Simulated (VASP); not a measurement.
# MgO (Cm) in VASP: notebook

Runs on MgO. Level: PBEsol. Tasks: single point.

Everything below comes from runs of VASP 6.6.1. Logs are shortened: lines on timing, memory, paths and dates and some standing lists are left out, and cuts for length are marked.

### 1 The cell of the first run

Symmetry: Cm, No. 8, monoclinic system. Conventional cell: a = 5.230 Å, b = 3.020 Å, c = 15.022 Å, α = 90.00°, β = 100.02°, γ = 90.00°. Mg (site symmetry m) has 1 O at 1.51 Å within 2.0 Å. Mg (site symmetry m) has 6 O at 2.14 Å and 1 Mg at 2.62 Å within 2.8 Å. Mg (site symmetry m) has 6 O at 2.14 Å within 2.8 Å. Within 2.8 Å of Mg (site symmetry m) lie 6 O at 2.14 Å. Within 2.8 Å of Mg (site symmetry m) lie 6 O at 2.14 Å. Mg (site symmetry m) has 6 O at 2.14 Å within 2.8 Å. O (site symmetry m) has 6 Mg at 2.14 Å within 2.8 Å. Within 2.8 Å of O (site symmetry m) lie 6 Mg at 2.14 Å and 1 O at 2.62 Å.

### 2 Single point, PBEsol (the part above a cut slid along it)

The input, INCAR:

```
ALGO = Normal ; EDIFF = 1E-6
ENCUT = 520 ; GGA = PS
ISIF = 2 ; ISMEAR = 0
ISYM = 0 ; LASPH = T
LCHARG = T ; LELF = T
LREAL = F ; LVHAR = T
LWAVE = F ; NBANDS = 36
NELM = 60 ; PREC = Accurate
SIGMA = 0.05
```

The input, KPOINTS:

```
k-points
0
Gamma
  9 9 2
```

The input, POSCAR:

```
MgO
1.0
    2.1351500000     -2.1351500000      0.0000000000
    2.1351500000      0.0000000000     -2.1351500000
    9.6081750000      8.5406000000      7.4730250000
Mg O
6 6
Direct
    0.6666666667      0.6458333333      0.0416666667
    0.0000000000     -0.4375000000      0.8750000000
    0.3333333333      0.2291666667      0.2083333333
    0.6666666667      0.3958333333      0.5416666667
    0.0000000000     -0.1875000000      0.3750000000
    0.3333333333     -0.0208333333      0.7083333333
    0.6666666667      0.5208333333      0.2916666667
    0.0000000000     -0.0625000000      0.1250000000
    0.3333333333      0.1041666667      0.4583333333
    0.6666666667      0.2708333333      0.7916666667
    1.0000000000      0.6875000000      0.6250000000
    0.3333333333     -0.1458333333      0.9583333333
```

Potentials or basis: VASP PAW PBE potentials, release 64 (Mg, O).

Started as:

```
$ cat potpaw_PBE.64/Mg/POTCAR potpaw_PBE.64/O/POTCAR > POTCAR
$ mpirun -np 1 vasp_std > vasp.out
```

OUTCAR:

```text
EDIFF = 1E-6
   ENCUT = 520
   GGA = PS
   ISIF = 2
   ISMEAR = 0
   ISYM = 0
   LASPH = T
   LREAL = F
   NELM = 60
   PREC = Accurate

 ion  position               nearest neighbor table
   1  0.667  0.646  0.042-  12 1.51   8 2.14   8 2.14   8 2.14  12 2.62  12 2.62   2 2.62   3 3.02
                             3 3.02   3 3.02   2 3.38   2 3.38
   2  0.000  0.562  0.875-  10 2.14  12 2.14  10 2.14  12 2.14  10 2.14  12 2.14   1 2.62   6 3.02
                             6 3.02   6 3.02   1 3.38   1 3.38
   3  0.333  0.229  0.208-   8 2.14   8 2.14   8 2.14   7 2.14   7 2.14   7 2.14   1 3.02   1 3.02
                             1 3.02   5 3.02   5 3.02   5 3.02
   4  0.667  0.396  0.542-  11 2.14  11 2.14  11 2.14   9 2.14   9 2.14   9 2.14   6 3.02   6 3.02
                             6 3.02   5 3.02   5 3.02   5 3.02
   5  0.000  0.812  0.375-   7 2.14   9 2.14   7 2.14   9 2.14   7 2.14   9 2.14   3 3.02   3 3.02
                             4 3.02   4 3.02   3 3.02   4 3.02
   6  0.333  0.979  0.708-  11 2.14  11 2.14  11 2.14  10 2.14  10 2.14  10 2.14   4 3.02   4 3.02
                             4 3.02   2 3.02   2 3.02   2 3.02
   7  0.667  0.521  0.292-   5 2.14   5 2.14   5 2.14   3 2.14   3 2.14   3 2.14
   8  0.000  0.938  0.125-   1 2.14   3 2.14   1 2.14   3 2.14   1 2.14   3 2.14
   9  0.333  0.104  0.458-   5 2.14   5 2.14   5 2.14   4 2.14   4 2.14   4 2.14
  10  0.667  0.271  0.792-   2 2.14   2 2.14   2 2.14   6 2.14   6 2.14   6 2.14
  11  0.000  0.688  0.625-   4 2.14   6 2.14   4 2.14   6 2.14   4 2.14   6 2.14
  12  0.333  0.854  0.958-   1 1.51   2 2.14   2 2.14   2 2.14   1 2.62   1 2.62

IMPORTANT INFORMATION: All symmetrisations will be switched off!
NOSYMM: (Re-)initialisation of all symmetry stuff for point group C_1.

----------------------------------------------------------------------------------------

                                     Primitive cell

  volume of cell :     116.8063

  direct lattice vectors                    reciprocal lattice vectors
     2.135150000 -2.135150000  0.000000000     0.156117057 -0.312234113  0.156117057
     2.135150000  0.000000000 -2.135150000     0.136602424  0.136602424 -0.331748745
     9.608175000  8.540600000  7.473025000     0.039029264  0.039029264  0.039029264

  length of vectors
     3.019558088  3.019558088 14.869599115     0.382407129  0.383898000  0.067600668

  position of ions in fractional coordinates (direct lattice)
     0.666666667  0.645833333  0.041666667
     0.000000000  0.562500000  0.875000000
     0.333333333  0.229166667  0.208333333
     0.666666667  0.395833333  0.541666667
     0.000000000  0.812500000  0.375000000
     0.333333333  0.979166667  0.708333333
     0.666666667  0.520833333  0.291666667
     0.000000000  0.937500000  0.125000000
     0.333333333  0.104166667  0.458333333
     0.666666667  0.270833333  0.791666667
     0.000000000  0.687500000  0.625000000
     0.333333333  0.854166667  0.958333333

  ion indices of the primitive-cell ions
   primitive index   ion index
                 1           1
                 2           2
                 3           3
                 4           4
                 5           5
                 6           6
                 7           7
                 8           8
                 9           9
                10          10
                11          11
                12          12

----------------------------------------------------------------------------------------

 KPOINTS: k-points

Automatic generation of k-mesh.
 Grid dimensions read from file:
 generate k-points for:    9    9    2

 Generating k-lattice:

  Cartesian coordinates                     Fractional coordinates (reciprocal lattice)
     0.017346340 -0.034692679  0.017346340     0.111111111  0.000000000  0.000000000
     0.015178047  0.015178047 -0.036860972     0.000000000  0.111111111 -0.000000000
     0.019514632  0.019514632  0.019514632     0.000000000  0.000000000  0.500000000

  Length of vectors
     0.042489681  0.042655333  0.033800334

  Shift w.r.t. Gamma in fractional coordinates (k-lattice)
     0.000000000  0.000000000  0.000000000

 -----------------------------------------------------------------------------
|                                                                             |
|           W    W    AA    RRRRR   N    N  II  N    N   GGGG   !!!           |
|           W    W   A  A   R    R  NN   N  II  NN   N  G    G  !!!           |
|           W    W  A    A  R    R  N N  N  II  N N  N  G       !!!           |
|           W WW W  AAAAAA  RRRRR   N  N N  II  N  N N  G  GGG   !            |
|           WW  WW  A    A  R   R   N   NN  II  N   NN  G    G                |
|           W    W  A    A  R    R  N    N  II  N    N   GGGG   !!!           |
|                                                                             |
[... 72 lines left out ...]
   LORBIT       =      0    0 simple, 1 ext, 2 COOP (PROOUT), +10 PAW based schemes
   GGA     = PS    functional components
   LHFCALC =     F    Hartree Fock is set to
   AEXX    =    0.0000 exact exchange contribution
   IVDW    =     0    specifies the selected vdW correction
   LEPSILON=     F    determine dielectric tensor
   LRPA    =     F    only Hartree local field effects (RPA)
 non-spin polarized calculation
 Gauss-broadening in eV      SIGMA  =   0.05
  energy-cutoff  :      520.00
  volume of cell :      116.81
 maximum number of plane-waves:      3184
   NGX = 11   NGY = 11   NGZ = 55

 number of electron      48.0000022 magnetization

 Free energy of the ion-electron system (eV)
  ---------------------------------------------------
  ext. energy  EPLUGINS =         0.00000000
  ---------------------------------------------------
  free energy    TOTEN  =       -71.98316028 eV

  energy without entropy =      -71.98316028  energy(sigma->0) =      -71.98316028

 E-fermi :   3.1704     XC(G=0): -11.0808

 val. band max:        2.8853438508   @ k =   0.0000   0.0000   0.0000
 cond. band min:       6.6923267991   @ k =   0.0000   0.0000   0.0000
 fundamental gap:      3.8069829483
 Fermi energy:         3.1703904285

 k-point     1 :       0.0000    0.0000    0.0000
  band No.  band energies     occupation
      1     -14.3367      2.00000
      2     -14.0185      2.00000
      3     -13.9087      2.00000
      4     -13.4096      2.00000
      5     -13.3455      2.00000
      6     -12.9775      2.00000
[... 28 lines left out ...]
     35      15.9824      0.00000
     36      17.8319      0.00000

 k-point     2 :       0.1111    0.0000   -0.0000
  band No.  band energies     occupation
      1     -14.2311      2.00000
      2     -13.9221      2.00000
      3     -13.8117      2.00000
      4     -13.3455      2.00000
      5     -13.2812      2.00000
      6     -12.9316      2.00000
[... 28 lines left out ...]
     35      15.5594      0.00000
     36      16.7973      0.00000

 k-point     3 :       0.2222    0.0000    0.0000
  band No.  band energies     occupation
      1     -13.9456      2.00000
      2     -13.6635      2.00000
      3     -13.5510      2.00000
      4     -13.1822      2.00000
      5     -13.1149      2.00000
      6     -12.8174      2.00000
[... 28 lines left out ...]
     35      14.7471      0.00000
     36      15.2953      0.00000
[... 742 lines left out ...]
 k-point    23 :      -0.1111    0.2222    0.0000
  band No.  band energies     occupation
      1     -13.7161      2.00000
      2     -13.4577      2.00000
      3     -13.3243      2.00000
      4     -13.0612      2.00000
      5     -12.9727      2.00000
      6     -12.7308      2.00000
[... 28 lines left out ...]
     35      14.3875      0.00000
     36      14.7963      0.00000

 k-point    24 :       0.0000    0.3333    0.0000
  band No.  band energies     occupation
      1     -13.5980      2.00000
      2     -13.3499      2.00000
      3     -13.1957      2.00000
      4     -13.0096      2.00000
      5     -12.8973      2.00000
      6     -12.6957      2.00000
[... 28 lines left out ...]
     35      14.4523      0.00000
     36      14.6723      0.00000

 [... further k-points ...]

------------------------ aborting loop because EDIFF is reached ----------------------------------------

  FORCE on cell =-STRESS in cart. coord.  units (eV):
  Direction    XX          YY          ZZ          XY          YZ          ZX
  --------------------------------------------------------------------------------------
  -------------------------------------------------------------------------------------
  Total        6.4433203     -2.6544991      6.4431957      1.3025878      1.3026015     11.1137167
  in kB       88.3799778    -36.4105094     88.3782674     17.8669804     17.8671681    152.4415953
  external PRESSURE =      46.7825786 kB  Pullay stress =       0.0000000 kB

 VOLUME and BASIS-vectors are now :
 -----------------------------------------------------------------------------
  energy-cutoff  :      520.00
  volume of cell :      116.81
      direct lattice vectors                 reciprocal lattice vectors
     2.135150000 -2.135150000  0.000000000     0.156117057 -0.312234113  0.156117057
     2.135150000  0.000000000 -2.135150000     0.136602424  0.136602424 -0.331748745
     9.608175000  8.540600000  7.473025000     0.039029264  0.039029264  0.039029264

 POSITION                                       TOTAL-FORCE (eV/Angst)
 -----------------------------------------------------------------------------------
      3.20273     -1.06757     -1.06757        10.506476      0.449186     10.506477
      9.60817      7.47302      5.33788        -0.182292     -0.514107     -0.182291
      3.20272      1.06757      1.06757         0.100678      0.100468      0.100679
      7.47303      3.20273      3.20273         0.052944      0.052965      0.052946
      5.33787      3.20273      1.06757         0.051562      0.051989      0.051564
      9.60817      5.33787      3.20272         0.052430      0.052661      0.052431
      5.33788      1.06758      1.06758        -0.054917     -0.045696     -0.054775
      3.20272      1.06757     -1.06757         0.031544      0.470009      0.031537
      5.33787      3.20272      3.20272        -0.053038     -0.052719     -0.053171
      9.60818      5.33788      5.33788        -0.053004     -0.031784     -0.052871
      7.47302      5.33787      3.20273        -0.053133     -0.052403     -0.053127
     11.74332      7.47302      5.33787       -10.399250     -0.480569    -10.399399
 -----------------------------------------------------------------------------------
    total drift:                               -0.000513     -0.000315     -0.000537

  FREE ENERGIE OF THE ION-ELECTRON SYSTEM (eV)
  ---------------------------------------------------
  free  energy   TOTEN  =       -71.9831602795 eV

  energy  without entropy=      -71.9831602795  energy(sigma->0) =      -71.98316028
```

Wall time 3.5 min (1 thread of Intel Xeon Platinum 8488C (Sapphire Rapids), shared host); peak memory 0.4 GiB.

Results:

```yaml
Free_energy: -71.9832 eV
Pressure: 4.7 GPa
Largest_force: 14.865 eV/Å
Band_gap_on_the_k_mesh: 3.81 eV
```

Forces on the atoms (eV/Å):
```
Mg   10.506   0.449  10.506
Mg   -0.182  -0.514  -0.182
Mg    0.101   0.100   0.101
Mg    0.053   0.053   0.053
Mg    0.052   0.052   0.052
Mg    0.052   0.053   0.052
O    -0.055  -0.046  -0.055
O     0.032   0.470   0.032
O    -0.053  -0.053  -0.053
O    -0.053  -0.032  -0.053
O    -0.053  -0.052  -0.053
O   -10.399  -0.481 -10.399
```

Caveat: the cell differs from its parent crystal (the part above a cut slid along it); the stress differs along the axes, from -4 to 9 GPa; the PAW data sets were made with another functional, which shifts forces and pressure a little.

### 3 Single point, PBEsol (the part above a cut slid along it)

The input, INCAR:

```
SYSTEM = MgO
PREC = Accurate
ENCUT = 520
EDIFF = 1E-7
ISMEAR = 0
SIGMA = 0.05
LREAL = .FALSE.
LASPH = .TRUE.
NELM = 80
ALGO = Normal
ISIF = 2
LWAVE = .FALSE.
LCHARG = .FALSE.
GGA = PS
ISYM = 0
NBANDS = 36
```

The input, KPOINTS:

```
regular mesh
0
G
  9 9 2
  0 0 0
```

The input, POSCAR:

```
MgO
1.0
    2.1351500000     -2.1351500000      0.0000000000
    2.1351500000      0.0000000000     -2.1351500000
   10.3198916667      8.1847416667      7.1171666667
Mg O
6 6
Direct
    0.6597222222      0.6388888889      0.0416666667
   -0.1458333333     -0.5833333333      0.8750000000
    0.2986111111      0.1944444444      0.2083333333
    0.5763888889      0.3055555556      0.5416666667
   -0.0625000000     -0.2500000000      0.3750000000
    0.2152777778     -0.1388888889      0.7083333333
    0.6180555556      0.4722222222      0.2916666667
   -0.0208333333     -0.0833333333      0.1250000000
    0.2569444444      0.0277777778      0.4583333333
    0.5347222222      0.1388888889      0.7916666667
    0.8958333333      0.5833333333      0.6250000000
    0.1736111111     -0.3055555556      0.9583333333
```

Potentials or basis: VASP PAW PBE potentials, release 64 (Mg, O).

Started as:

```
$ cat potpaw_PBE.64/Mg/POTCAR potpaw_PBE.64/O/POTCAR > POTCAR
$ mpirun -np 1 vasp_std > vasp.out
```

It took 9.8 min on 1 thread of Intel Xeon 8259CL, shared host; peak memory 0.41 GiB.

The run converged. Its results:

| Item | Value |
| --- | --- |
| Free energy | -74.3643 eV |
| Pressure | -4.1 GPa |
| Largest force | 1.576 eV/Å |
| Band gap on the k mesh | 3.94 eV |

Forces on the atoms (eV/Å):
```
Mg   1.040  1.040  0.567
Mg  -0.430 -0.430 -0.056
Mg   0.061  0.061  0.053
Mg   0.012  0.012  0.012
Mg   0.011  0.011  0.010
Mg   0.011  0.011  0.011
O   -0.006 -0.006 -0.021
O    0.406  0.406 -0.151
O   -0.012 -0.012 -0.012
O   -0.017 -0.017  0.008
O   -0.012 -0.012 -0.011
O   -1.064 -1.064 -0.410
```

Stress tensor (GPa, compression positive):
```
-3.06  3.48  0.55
 3.48 -3.06  0.55
 0.55  0.55 -6.30
```

Levels at points of the mesh, in eV from the valence-band top:
```
           k point  band 22  band 23  band 24  band 25  band 26  band 27
(0.00, 0.00, 0.00)    -0.21    -0.17     0.00     3.94     5.24     5.51
(0.00, 0.00, 0.50)    -0.22    -0.21    -0.06     4.26     4.55     6.19
```

Caveat: the cell differs from its parent crystal (the part above a cut slid along it); the cell stands under tension; the PAW data sets were made with another functional, which shifts forces and pressure a little. A k mesh can miss the band edges.

### 4 Single point, PBEsol (the part above a cut slid along it)

The input, INCAR:

```
PREC = Accurate
ENCUT = 520
EDIFF = 1E-6
ISMEAR = 0
SIGMA = 0.05
LREAL = False
LASPH = True
NELM = 100
ALGO = Normal
ISIF = 2
LWAVE = False
LCHARG = False
GGA = PS
ISYM = 0
NBANDS = 36
```

The input, KPOINTS:

```
Automatic mesh
0
Gamma
  9 9 2
```

The input, POSCAR:

```
MgO
1.0
    2.1351500000     -2.1351500000      0.0000000000
    2.1351500000      0.0000000000     -2.1351500000
   11.0316083333      7.8288833333      6.7613083333
Mg O
6 6
Direct
    0.6527777778      0.6319444444      0.0416666667
   -0.2916666667     -0.7291666667      0.8750000000
    0.2638888889      0.1597222222      0.2083333333
    0.4861111111      0.2152777778      0.5416666667
   -0.1250000000     -0.3125000000      0.3750000000
    0.0972222222     -0.2569444444      0.7083333333
    0.5694444444      0.4236111111      0.2916666667
   -0.0416666667     -0.1041666667      0.1250000000
    0.1805555556     -0.0486111111      0.4583333333
    0.4027777778      0.0069444444      0.7916666667
    0.7916666667      0.4791666667      0.6250000000
    0.0138888889     -0.4652777778      0.9583333333
```

Started as:

```
$ cat potpaw_PBE.64/Mg/POTCAR potpaw_PBE.64/O/POTCAR > POTCAR
$ mpirun -np 1 vasp_std > vasp.out
```

Wall time 9.1 min (1 thread of Intel Xeon 8259CL, shared host); peak memory 0.41 GiB.

Results (log left out):

```yaml
Free_energy: -72.3116 eV
Pressure: 4.1 GPa
Largest_force: 14.713 eV/Å
Band_gap_on_the_k_mesh: 3.98 eV
```

Forces on the atoms (eV/Å):
```
Mg    3.406  13.892   3.406
Mg   -0.019  -0.056  -0.019
Mg    0.056   0.065   0.056
Mg    0.049   0.049   0.049
Mg    0.048   0.049   0.048
Mg    0.049   0.048   0.049
O    -0.051  -0.044  -0.051
O    -0.061   0.088  -0.061
O    -0.049  -0.049  -0.049
O    -0.034  -0.061  -0.034
O    -0.049  -0.050  -0.049
O    -3.346 -13.931  -3.346
```

Stress tensor (GPa, compression positive):
```
-4.03  7.67 -0.05
 7.67 20.28  7.67
-0.05  7.67 -4.04
```

Levels at points of the mesh, in eV from the valence-band top:
| k point | band 20 | band 21 | band 22 | band 23 | band 24 | band 25 | band 26 | band 27 | band 28 | band 29 |
| --- | --- | --- | --- | --- | --- | --- | --- | --- | --- | --- |
| (0.00, 0.00, 0.00) | -0.24 | -0.20 | -0.09 | -0.04 | 0.00 | 3.98 | 5.26 | 5.65 | 6.98 | 7.18 |
| (0.00, 0.00, 0.50) | -0.35 | -0.24 | -0.16 | -0.04 | -0.01 | 4.24 | 4.69 | 6.25 | 6.58 | 7.33 |

Caveat: the cell differs from its parent crystal (the part above a cut slid along it); the stress differs along the axes, from -4 to 20 GPa; the PAW data sets were made with another functional, which shifts forces and pressure a little. A k mesh can miss the band edges.

### 5 The runs side by side

| cell | gap on the mesh (eV) | pressure (GPa) | largest force (eV/Å) |
| --- | --- | --- | --- |
| a = 3.020, b = 3.020, c = 14.870 Å, angles 84.2, 87.1, 60.0°, 12 atoms | 3.81 | 4.7 | 14.87 |
| a = 3.020, b = 3.020, c = 14.971 Å, angles 81.3, 84.2, 60.0°, 12 atoms | 3.94 | -4.1 | 1.58 |
| a = 3.020, b = 3.020, c = 15.123 Å, angles 78.5, 81.4, 60.0°, 12 atoms | 3.98 | 4.1 | 14.71 |

Alike in all rows: task single point; level PBEsol; potentials or basis VASP PAW PBE potentials, release 64 (Mg, O); no spin polarisation; k mesh 9 × 9 × 2; cutoff (eV) 520; smearing gaussian 0.05 eV.

Caveats: the PAW data sets were made with another functional, which shifts forces and pressure a little; the stress differs along the axes, from -4 to 9 GPa (at least some runs); the cell stands under tension (at least some runs); the stress differs along the axes, from -4 to 20 GPa (at least some runs).

Total energies depend on the potentials used, so only differences within one code and one set of settings carry meaning.
